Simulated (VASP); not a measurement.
# Mg (P6_3/mmc) in VASP: settings compared

The runs below take Mg through single point, with BLYP+D3(BJ), SVWN5, r2SCAN+D4, PBEsol-based screened hybrid.

Everything below comes from runs of VASP 6.6.1. Logs are shortened: lines on timing, memory, paths and dates and some standing lists are left out, and cuts for length are marked.

## 1. The cell of the first run

The structure is hexagonal, space group P6_3/mmc (No. 194). Conventional cell: a = 3.272 Å, b = 3.272 Å, c = 5.312 Å, α = 90.00°, β = 90.00°, γ = 120.00°. Within 4.3 Å of Mg (site symmetry -6m2) lie 12 Mg at 3.26 to 3.27 Å.

## 2. Single point, BLYP+D3(BJ)

The input, INCAR:

```
SYSTEM = Mg
PREC = Accurate
ENCUT = 520
EDIFF = 1E-6
ISMEAR = -1
SIGMA = 0.05
LREAL = .FALSE.
LASPH = .TRUE.
NELM = 80
ALGO = Normal
ISIF = 2
LWAVE = .FALSE.
LCHARG = .TRUE.
GGA = B5
ALDAX = 1.0
AGGAX = 1.0
AGGAC = 1.0
ALDAC = 0.0
IVDW = 12
VDW_S6 = 1.0
VDW_S8 = 2.6996
VDW_A1 = 0.4298
VDW_A2 = 4.2359
LELF = .TRUE.
LVHAR = .TRUE.
NBANDS = 9
```

The input, KPOINTS:

```
Automatic mesh
0
G
  10 10 5
  0 0 0
```

The input, POSCAR:

```
Mg
1.0
    3.2722434310      0.0000000000      0.0000000000
   -1.6361217155      2.8338459386      0.0000000000
    0.0000000000      0.0000000000      5.3124886887
Mg
2
Direct
    0.6666666667      0.3333333333      0.7500000000
    0.3333333333      0.6666666667      0.2500000000
```

Potentials or basis: VASP PAW PBE potentials, release 64 (Mg).

Started as:

```bash
$ cat potpaw_PBE.64/Mg/POTCAR > POTCAR
$ mpirun -np 1 vasp_std > vasp.out
```

OUTCAR:

```text
SYSTEM = Mg
   PREC = Accurate
   ENCUT = 520
   EDIFF = 1E-6
   ISMEAR = -1
   LREAL = .FALSE.
   LASPH = .TRUE.
   NELM = 80
   ISIF = 2
   GGA = B5
   IVDW = 12
 IVDW          = 12

 ion  position               nearest neighbor table
   1  0.667  0.333  0.750-   2 3.26   2 3.26   2 3.26   2 3.26   2 3.26   2 3.26
   2  0.333  0.667  0.250-   1 3.26   1 3.26   1 3.26   1 3.26   1 3.26   1 3.26

  LATTYP: Found a hexagonal cell.
 ALAT       =     3.2722434310
 C/A-ratio  =     1.6235004518

  Lattice vectors:

 A1 = (   3.2722434310,   0.0000000000,   0.0000000000)
 A2 = (  -1.6361217155,   2.8338459386,   0.0000000000)
 A3 = (   0.0000000000,   0.0000000000,   5.3124886887)

Analysis of symmetry for initial positions (statically):
=====================================================================
 Subroutine PRICEL returns:
 Original cell was already a primitive cell.

 Routine SETGRP: Setting up the symmetry group for a
 hexagonal supercell.

 Subroutine GETGRP returns: Found 24 space group operations
 (whereof 12 operations were pure point group operations)
 out of a pool of 24 trial point group operations.

The static configuration has the point symmetry D_3d.
 The point group associated with its full space group is D_6h.

Analysis of symmetry for dynamics (positions and initial velocities):
=====================================================================
 Subroutine PRICEL returns:
 Original cell was already a primitive cell.

 Routine SETGRP: Setting up the symmetry group for a
 hexagonal supercell.

 Subroutine GETGRP returns: Found 24 space group operations
 (whereof 12 operations were pure point group operations)
 out of a pool of 24 trial point group operations.

The dynamic configuration has the point symmetry D_3d.
 The point group associated with its full space group is D_6h.

 Subroutine INISYM returns: Found 24 space group operations
 (whereof 12 operations are pure point group operations),
 and found     1 'primitive' translations

----------------------------------------------------------------------------------------

                                     Primitive cell

  volume of cell :      49.2629

  direct lattice vectors                    reciprocal lattice vectors
     3.272243431  0.000000000  0.000000000     0.305600736  0.176438667  0.000000000
    -1.636121716  2.833845939  0.000000000     0.000000000  0.352877334  0.000000000
     0.000000000  0.000000000  5.312488689     0.000000000  0.000000000  0.188235695

  length of vectors
     3.272243431  3.272243431  5.312488689     0.352877334  0.352877334  0.188235695

  position of ions in fractional coordinates (direct lattice)
     0.666666667  0.333333333  0.750000000
     0.333333333  0.666666667  0.250000000

  ion indices of the primitive-cell ions
   primitive index   ion index
                 1           1
                 2           2

----------------------------------------------------------------------------------------

 KPOINTS: Automatic mesh

Automatic generation of k-mesh.
 Grid dimensions read from file:
 generate k-points for:   10   10    5

 Generating k-lattice:

  Cartesian coordinates                     Fractional coordinates (reciprocal lattice)
     0.030560074  0.017643867  0.000000000     0.100000000  0.000000000  0.000000000
     0.000000000  0.035287733  0.000000000     0.000000000  0.100000000  0.000000000
     0.000000000  0.000000000  0.037647139     0.000000000  0.000000000  0.200000000

  Length of vectors
     0.035287733  0.035287733  0.037647139

  Shift w.r.t. Gamma in fractional coordinates (k-lattice)
     0.000000000  0.000000000  0.000000000

 Subroutine IBZKPT returns following result:
 ===========================================

 Found     42 irreducible k-points:

 Following reciprocal coordinates:
            Coordinates               Weight
  0.000000  0.000000  0.000000      1.000000
  0.100000 -0.000000  0.000000      6.000000
  0.200000 -0.000000  0.000000      6.000000
  0.300000 -0.000000  0.000000      6.000000
[... 45 lines left out ...]
 cond. band min:       2.7795081166   @ k =   0.3000  -0.0000   0.0000
 fundamental gap:      0.0429386410
 Fermi energy:         2.7499518135

 k-point     1 :       0.0000    0.0000    0.0000
  band No.  band energies     occupation
      1      -3.9070      2.00000
      2       1.2313      2.00000
      3       1.3950      2.00000
      4      13.0958      0.00000
      5      13.0958      0.00000
      6      13.2494      0.00000
      7      13.2494      0.00000
      8      14.1725      0.00000
      9      15.3883      0.00000

 k-point     2 :       0.1000   -0.0000    0.0000
  band No.  band energies     occupation
      1      -3.7194      2.00000
      2       1.4033      2.00000
      3       1.5797      2.00000
      4      10.4837      0.00000
      5      11.7319      0.00000
      6      12.6087      0.00000
      7      14.8597      0.00000
      8      14.9026      0.00000
      9      15.0375      0.00000

 k-point     3 :       0.2000   -0.0000    0.0000
  band No.  band energies     occupation
      1      -3.1587      2.00000
      2       1.9194      2.00000
      3       2.1258      1.99999
      4       7.6364      0.00000
      5      10.6158      0.00000
      6      11.2585      0.00000
      7      12.2745      0.00000
      8      12.9630      0.00000
      9      15.1511      0.00000

 k-point     4 :       0.3000   -0.0000    0.0000
  band No.  band energies     occupation
      1      -2.2310      2.00000
      2       2.7795      0.71275
      3       2.9813      0.01936
      4       5.0942      0.00000
      5       9.6373      0.00000
      6       9.7205      0.00000
      7       9.8210      0.00000
      8      11.3702      0.00000
      9      14.3441      0.00000
[... 205 lines left out ...]
 k-point    22 :       0.2000    0.1000    0.2000
  band No.  band energies     occupation
      1      -2.3900      2.00000
      2       0.7226      2.00000
      3       4.7058      0.00000
      4       6.6516      0.00000
      5       8.2646      0.00000
      6       9.6250      0.00000
      7      11.2179      0.00000
      8      13.1468      0.00000
      9      13.2497      0.00000

 k-point    23 :       0.3000    0.1000    0.2000
  band No.  band energies     occupation
      1      -1.2862      2.00000
      2       1.7789      2.00000
      3       4.0950      0.00000
      4       5.8277      0.00000
      5       6.9660      0.00000
      6       7.9137      0.00000
      7      10.4305      0.00000
      8      11.2669      0.00000
      9      12.9334      0.00000

 k-point    24 :       0.4000    0.1000    0.2000
  band No.  band energies     occupation
      1       0.1635      2.00000
      2       1.9246      2.00000
      3       3.2806      0.00005
      4       4.9753      0.00000
      5       6.8912      0.00000
      6       7.6926      0.00000
      7       9.0596      0.00000
      8      10.4088      0.00000
      9      12.6473      0.00000

 [... further k-points ...]

------------------------ aborting loop because EDIFF is reached ----------------------------------------

 Edisp (eV)   -1.21598

 E8    (eV) :    -0.8982

  FORCE on cell =-STRESS in cart. coord.  units (eV):
  Direction    XX          YY          ZZ          XY          YZ          ZX
  --------------------------------------------------------------------------------------
  -------------------------------------------------------------------------------------
  Total      -1.70653    -1.70653    -1.28611     0.00000     0.00000     0.00000
  in kB     -55.50141   -55.50141   -41.82819     0.00000     0.00000     0.00000
  external pressure =      -50.94 kB  Pullay stress =        0.00 kB

 VOLUME and BASIS-vectors are now :
 -----------------------------------------------------------------------------
  energy-cutoff  :      520.00
  volume of cell :       49.26
      direct lattice vectors                 reciprocal lattice vectors
     3.272243431  0.000000000  0.000000000     0.305600736  0.176438667  0.000000000
    -1.636121716  2.833845939  0.000000000     0.000000000  0.352877334  0.000000000
     0.000000000  0.000000000  5.312488689     0.000000000  0.000000000  0.188235695

 POSITION                                       TOTAL-FORCE (eV/Angst)
 -----------------------------------------------------------------------------------
      1.63612      0.94462      3.98437        -0.000000     -0.000000      0.000000
     -0.00000      1.88923      1.32812         0.000000      0.000000      0.000000
 -----------------------------------------------------------------------------------
    total drift:                                0.000000     -0.000000      0.000000

  FREE ENERGIE OF THE ION-ELECTRON SYSTEM (eV)
  ---------------------------------------------------
  free  energy   TOTEN  =        -2.6944000322 eV

  energy  without entropy=       -2.6829007954  energy(sigma->0) =       -2.68865041
```

Run time: 29 s. Hardware: 1 thread of AMD EPYC 7R43 (Zen 3), shared host; peak memory 0.13 GiB.

What came out:

```
Free energy                : -2.6944 eV
Pressure                   : -5.1 GPa
Band gap on the k mesh     : zero (band 2 reaches 3.41 eV, above the bottom of band 3 at 1.40 eV)
Dispersion energy per atom : -0.608 eV
```

Caveat: the PAW data sets were made with another functional, which shifts forces and pressure a little; pairwise dispersion overbinds metals, which lowers pressure and volume.

## 3. Single point, SVWN5

The input, INCAR:

```
  PREC = Accurate
  ENCUT = 520
  EDIFF = 1E-6
  ISMEAR = -1
  SIGMA = 0.05
  LREAL = F
  LASPH = T
  NELM = 80
  ALGO = Normal
  ISIF = 2
  LWAVE = F
  LCHARG = F
  GGA = VW
  NBANDS = 9
```

The input, KPOINTS:

```
regular mesh
0
Gamma
  10 10 5
```

POSCAR is that of step 2.

Potentials or basis: VASP PAW PBE potentials, release 64 (Mg).

Started as:

```bash
$ cat potpaw_PBE.64/Mg/POTCAR > POTCAR
$ mpirun -np 1 vasp_std > vasp.out
```

Run time: 16 s. Hardware: 1 thread of AMD EPYC 7R43 (Zen 3), shared host; peak memory 0.11 GiB.

It converged, with:

* Free energy: -3.4514 eV
* Pressure: -3.8 GPa
* Band gap on the k mesh: zero (band 2 reaches 2.81 eV, above the bottom of band 3 at 0.82 eV)

Stress tensor (GPa, compression positive):
```
-4.30  0.00  0.00
 0.00 -4.30  0.00
 0.00  0.00 -2.95
```

Levels at points of the mesh, in eV from the Fermi level:
```tsv
k point	band 1	band 2	band 3	band 4	band 5	band 6	band 7
(0.00, 0.00, 0.00)	-6.66	-1.56	-1.31	10.38	10.38	10.47	10.47
(0.50, 0.00, 0.00)	-2.12	-2.03	2.53	3.01	3.02	3.43	6.44
```

Caveat: the PAW data sets were made with another functional, which shifts forces and pressure a little.

## 4. Single point, r2SCAN+D4

This run uses another cell than the first one, of 21.84 Å³/atom, 0.887 times its volume.

The input, POSCAR:

```
Mg
1.0
    3.1437856987      0.0000000000      0.0000000000
   -1.5718928494      2.7225982792      0.0000000000
    0.0000000000      0.0000000000      5.1039375022
Mg
2
Direct
    0.6666666667      0.3333333333      0.7500000000
    0.3333333333      0.6666666667      0.2500000000
```

The input, INCAR.step1:

```
SYSTEM = Mg
PREC     = Accurate       ! precision mode
ENCUT    = 520            ! plane-wave cutoff, eV
ISMEAR   = -1             ! smearing method
SIGMA    = 0.05           ! smearing width, eV
LREAL    = .False.        ! projectors in reciprocal space
LASPH    = .True.         ! aspherical terms in the spheres
NELM     = 80             ! most SCF steps
NBANDS   = 9              ! bands
GGA      = PE             ! functional
ALGO     = Normal         ! electronic algorithm
EDIFF    = 1E-4           ! SCF threshold, eV
LWAVE    = .True.         ! write WAVECAR
LCHARG   = .False.        ! write CHGCAR
```

The input, INCAR.step2:

```
SYSTEM = Mg
PREC     = Accurate       ! precision mode
ENCUT    = 520            ! plane-wave cutoff, eV
EDIFF    = 1E-6           ! SCF threshold, eV
ISMEAR   = -1             ! smearing method
SIGMA    = 0.05           ! smearing width, eV
LREAL    = .False.        ! projectors in reciprocal space
LASPH    = .True.         ! aspherical terms in the spheres
NELM     = 80             ! most SCF steps
ALGO     = Normal         ! electronic algorithm
ISIF     = 2              ! what is computed and relaxed
LWAVE    = .False.        ! write WAVECAR
LCHARG   = .True.         ! write CHGCAR
METAGGA  = R2SCAN         ! meta-GGA
LMIXTAU  = .True.       
IVDW     = 13             ! dispersion correction
VDW_S6   = 1.0          
VDW_S8   = 0.6018749    
VDW_A1   = 0.51559235   
VDW_A2   = 5.77342911   
LELF     = .True.         ! ELF
LVHAR    = .True.       
NBANDS   = 9              ! bands
ISTART   = 1
```

The input, KPOINTS:

```
regular mesh
0
Gamma
  10 10 5
  0 0 0
```

Started as:

```bash
$ cat potpaw_PBE.64/Mg/POTCAR > POTCAR
$ cp INCAR.step1 INCAR
$ mpirun -np 1 vasp_std > vasp.out
$ cp INCAR.step2 INCAR
$ mpirun -np 1 vasp_std > vasp.out
```

Wall time 57 s (1 thread of AMD EPYC 7R43 (Zen 3), shared host); peak memory 0.14 GiB.

The run converged. Its results:

| Quantity | Value |
| --- | --- |
| Free energy | -8.3413 eV |
| Pressure | 0.9 GPa |
| Band gap on the k mesh | zero (band 2 reaches 3.51 eV, above the bottom of band 3 at 1.71 eV) |
| Dispersion energy per atom | -0.028 eV |

Stress tensor (GPa, compression positive):
```
0.67 0.00 0.00
0.00 0.67 0.00
0.00 0.00 1.50
```

Levels at points of the mesh, in eV from the Fermi level:
```
           k point  band 1  band 2  band 3  band 4  band 5  band 6
(0.00, 0.00, 0.00)   -7.66   -2.04   -1.24   11.95   11.95   12.22
(0.50, 0.00, 0.00)   -2.51   -2.30    2.84    3.08    3.68    4.09
```

Caveat: the PAW data sets were made with another functional, which shifts forces and pressure a little; pairwise dispersion overbinds metals, which lowers pressure and volume.

## 5. Single point, r2SCAN+D4

This run uses another cell than the first one, of 22.31 Å³/atom, 0.906 times its volume.

The input, POSCAR:

```
Mg
1.0
    3.1659257641      0.0000000000      0.0000000000
   -1.5829628820      2.7417721382      0.0000000000
    0.0000000000      0.0000000000      5.1398819084
Mg
2
Direct
    0.6666666667      0.3333333333      0.7500000000
    0.3333333333      0.6666666667      0.2500000000
```

The input, INCAR.step1:

```
SYSTEM = Mg
PREC = Accurate
ENCUT = 520
ISMEAR = -1
SIGMA = 0.05
LREAL = .False.
LASPH = .True.
NELM = 60
NBANDS = 9
GGA = PE
ALGO = Normal
EDIFF = 1E-4
LWAVE = .True.
LCHARG = .False.
```

The input, INCAR.step2:

```
SYSTEM = Mg
PREC = Accurate
ENCUT = 520
EDIFF = 1E-6
ISMEAR = -1
SIGMA = 0.05
LREAL = .False.
LASPH = .True.
NELM = 60
ALGO = Normal
ISIF = 2
LWAVE = .False.
LCHARG = .False.
METAGGA = R2SCAN
LMIXTAU = .True.
IVDW = 13
VDW_S6 = 1.0
VDW_S8 = 0.6018749
VDW_A1 = 0.51559235
VDW_A2 = 5.77342911
NBANDS = 9
ISTART = 1
```

KPOINTS is that of step 4.

Started as:

```bash
$ cat potpaw_PBE.64/Mg/POTCAR > POTCAR
$ cp INCAR.step1 INCAR
$ mpirun -np 1 vasp_std > vasp.out
$ cp INCAR.step2 INCAR
$ mpirun -np 1 vasp_std > vasp.out
```

It took 52 s on 1 thread of AMD EPYC 7R43 (Zen 3), shared host; peak memory 0.13 GiB.

It converged, with:

| Quantity | Value |
| --- | --- |
| Free energy | -8.3442 eV |
| Pressure | 0.1 GPa |
| Band gap on the k mesh | zero (band 2 reaches 3.41 eV, above the bottom of band 3 at 1.60 eV) |
| Dispersion energy per atom | -0.028 eV |

Stress tensor (GPa, compression positive):
```
-0.23  0.00  0.00
 0.00 -0.23  0.00
 0.00  0.00  0.62
```

Levels at points of the mesh, in eV from the Fermi level:
| k point | band 1 | band 2 | band 3 | band 4 | band 5 | band 6 | band 7 |
| --- | --- | --- | --- | --- | --- | --- | --- |
| (0.00, 0.00, 0.00) | -7.56 | -2.00 | -1.24 | 11.83 | 11.83 | 12.05 | 12.05 |
| (0.50, 0.00, 0.00) | -2.47 | -2.28 | 2.81 | 3.08 | 3.61 | 4.05 | 7.50 |

Caveat: the PAW data sets were made with another functional, which shifts forces and pressure a little; pairwise dispersion overbinds metals, which lowers pressure and volume.

## 6. Single point, PBEsol-based screened hybrid

This run uses another cell than the first one, of 21.84 Å³/atom, 0.887 times its volume.

The input, POSCAR:

```
Mg
1.0
    3.1437856987      0.0000000000      0.0000000000
   -1.5718928494      2.7225982792      0.0000000000
    0.0000000000      0.0000000000      5.1039375022
Mg
2
Direct
    0.6666666667      0.3333333333      0.7500000000
    0.3333333333      0.6666666667      0.2500000000
```

The input, INCAR.step1:

```
SYSTEM = Mg
  ALGO = Normal
  EDIFF = 1E-5
  ENCUT = 520
  GGA = PE
  ISIF = 2
  ISMEAR = -1
  LASPH = .TRUE.
  LCHARG = .FALSE.
  LREAL = .FALSE.
  LWAVE = .TRUE.
  NBANDS = 9
  NELM = 60
  PREC = Accurate
  SIGMA = 0.05
```

The input, INCAR.step2:

```
SYSTEM = Mg
  AEXX = 0.25
  ALGO = Normal
  EDIFF = 1E-6
  ENCUT = 520
  GGA = PS
  HFSCREEN = 0.207
  ISIF = 2
  ISMEAR = -1
  ISTART = 1
  LASPH = .TRUE.
  LCHARG = .FALSE.
  LHFCALC = .TRUE.
  LREAL = .FALSE.
  LWAVE = .FALSE.
  NBANDS = 9
  NELM = 60
  PREC = Accurate
  PRECFOCK = Normal
  SIGMA = 0.05
```

The input, KPOINTS:

```
k-points
0
G
  5 5 3
  0 0 0
```

Potentials or basis: VASP PAW PBE potentials, release 64 (Mg).

Started as:

```bash
$ cat potpaw_PBE.64/Mg/POTCAR > POTCAR
$ cp INCAR.step1 INCAR
$ mpirun -np 1 vasp_std > vasp.out
$ cp INCAR.step2 INCAR
$ mpirun -np 1 vasp_std > vasp.out
```

It took 50 s on 1 thread of Intel Xeon Platinum 8488C (Sapphire Rapids), shared host; peak memory 0.26 GiB.

Results (log left out):

| Property | Result |
| --- | --- |
| Free energy | -3.4086 eV |
| Pressure | 1.3 GPa |
| Band gap on the k mesh | zero (band 2 reaches 3.41 eV, above the bottom of band 3 at 1.41 eV) |

Stress tensor (GPa, compression positive):
```
0.98 0.00 0.00
0.00 0.98 0.00
0.00 0.00 1.87
```

Levels at points of the mesh, in eV from the Fermi level:
```tsv
k point	band 1	band 2	band 3	band 4	band 5	band 6	band 7
(0.00, 0.00, 0.00)	-8.11	-1.91	-1.28	12.19	12.19	12.44	12.44
```

Caveat: the k points lie up to 0.46 Å⁻¹ apart; the PAW data sets were made with another functional, which shifts forces and pressure a little.

## 7. Summary

| level | cell | k mesh | grid for exact exchange (PRECFOCK) | share of exact exchange | screening parameter | gap on the mesh (eV) | pressure (GPa) |
| --- | --- | --- | --- | --- | --- | --- | --- |
| BLYP+D3(BJ) | a = 3.272, b = 3.272, c = 5.312 Å, angles 90.0, 90.0, 120.0°, 2 atoms | 10 × 10 × 5 | - | - | - | none | -5.1 |
| SVWN5 | a = 3.272, b = 3.272, c = 5.312 Å, angles 90.0, 90.0, 120.0°, 2 atoms | 10 × 10 × 5 | - | - | - | none | -3.8 |
| r2SCAN+D4 | a = 3.144, b = 3.144, c = 5.104 Å, angles 90.0, 90.0, 120.0°, 2 atoms | 10 × 10 × 5 | - | - | - | none | 0.9 |
| r2SCAN+D4 | a = 3.166, b = 3.166, c = 5.140 Å, angles 90.0, 90.0, 120.0°, 2 atoms | 10 × 10 × 5 | - | - | - | none | 0.1 |
| PBEsol-based screened hybrid | a = 3.144, b = 3.144, c = 5.104 Å, angles 90.0, 90.0, 120.0°, 2 atoms | 5 × 5 × 3 | Normal | 0.25 | 0.207 1/Å | none | 1.3 |

Alike in all rows: task single point; potentials or basis VASP PAW PBE potentials, release 64 (Mg); no spin polarisation; cutoff (eV) 520; smearing fermi-dirac 0.05 eV.

Caveats: some runs use coarse meshes; the PAW data sets were made with another functional, which shifts forces and pressure a little; pairwise dispersion overbinds metals, which lowers pressure and volume (some runs).

Absolute energies hang on the potentials; compare differences alone.
